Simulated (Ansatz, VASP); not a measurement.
# Two plane-wave programs on AlN

```
Al N
1.0
     3.10645    0.00000    0.00000
    -1.55322    2.69026    0.00000
     0.00000    0.00000    4.97766
Al N
2 2
Direct
  0.66667 0.33333 0.49920
  0.33333 0.66667 0.99920
  0.66667 0.33333 0.88080
  0.33333 0.66667 0.38080
```

Alike in both runs: functional r2SCAN; k mesh 6 × 6 × 4; occupations gaussian, width 0.1 eV; no spin polarisation.

Ansatz relaxed the structure, and its values are those at the end. VASP's run is a single point on that final structure, the one shown.

```csv
,VASP,Ansatz
version,VASP 6.6.1,Ansatz 0.2.0
potentials or method,"VASP PAW PBE potentials, release 64 (Al, N), cutoff 520 eV","scalar-relativistic, plane waves, PAW"
valence electrons in the cell,16,16
```

Ansatz gave:

- gap on the k mesh at the Fermi level (eV): 4.88
- least direct gap on the mesh (eV): 4.88
- pressure (GPa): 0.1

Question: Estimate VASP's values.

Answer: gap on the k mesh at the Fermi level (eV): 4.92; least direct gap on the mesh (eV): 4.92; pressure (GPa): -0.3.

VASP's potentials were made for PBE, not for r2SCAN. The functional is the same, so the differences come from potentials, cutoffs and numerics.
